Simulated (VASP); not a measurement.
Set up this calculation in VASP 6.6.1, as the native input.

| Quantity | Value |
| --- | --- |
| Task | single point |
| Functional | PBEsol |
| Potentials or basis | VASP PAW PBE potentials, release 64 (Sn_d, O) |
| Cutoff | 520 eV |
| k mesh | 8 × 6 × 6 |
| Occupations | gaussian, width 0.05 eV |
| Spin | no spin polarisation |
| Dipole correction | no |
| Further INCAR settings | ALGO = Normal; EDIFF = 1e-06; NBANDS = 28 |

The structure of SnO lies in POSCAR:

```
SnO
1.0
    3.5227552500      0.0000000000      0.0000000000
    0.0000000000      5.6741040000      0.0000000000
    0.0000000000      0.0000000000      4.2219700000
Sn O
2 2
Direct
    0.0000000000      0.2319090000      0.5131440000
    0.5000000000      0.7680910000      0.0131440000
    0.0000000000      0.8912500000      0.7368570000
    0.5000000000      0.1087500000      0.2368570000
```

This cell differs from its parent crystal: strain +0.0500 x Voigt [1, 0, 0, 0, 0, 0].

One way to write it, as run:

INCAR

```
  PREC = Accurate
  ENCUT = 520
  EDIFF = 1E-6
  ISMEAR = 0
  SIGMA = 0.05
  LREAL = False
  LASPH = True
  NELM = 60
  ALGO = Normal
  ISIF = 2
  LWAVE = False
  LCHARG = False
  GGA = PS
  NBANDS = 28
```

KPOINTS

```
regular mesh
0
Gamma
  8 6 6
```

Potentials or basis: VASP PAW PBE potentials, release 64 (Sn_d, O).

Command:

```sh
$ cat potpaw_PBE.64/Sn_d/POTCAR potpaw_PBE.64/O/POTCAR > POTCAR
$ mpirun -np 1 vasp_std > vasp.out
```

Results of the run:

| Property | Result |
| --- | --- |
| Pressure | -6.2 GPa |
| Largest force | 0.868 eV/Å |
| Band gap on the k mesh | 1.29 eV (least direct gap 2.06 eV) |

Caveat: the cell differs from its parent crystal (strain +0.0500 x Voigt [1, 0, 0, 0, 0, 0]); the cell stands under tension; the PAW data sets were made with another functional, which shifts forces and pressure a little; spin-orbit coupling is left out, which moves the levels of the heavy elements.

It took 76 s on 1 thread of AMD EPYC 9R45 96-Core Processor (Zen 5) (shared host), peak memory 0.25 GiB.
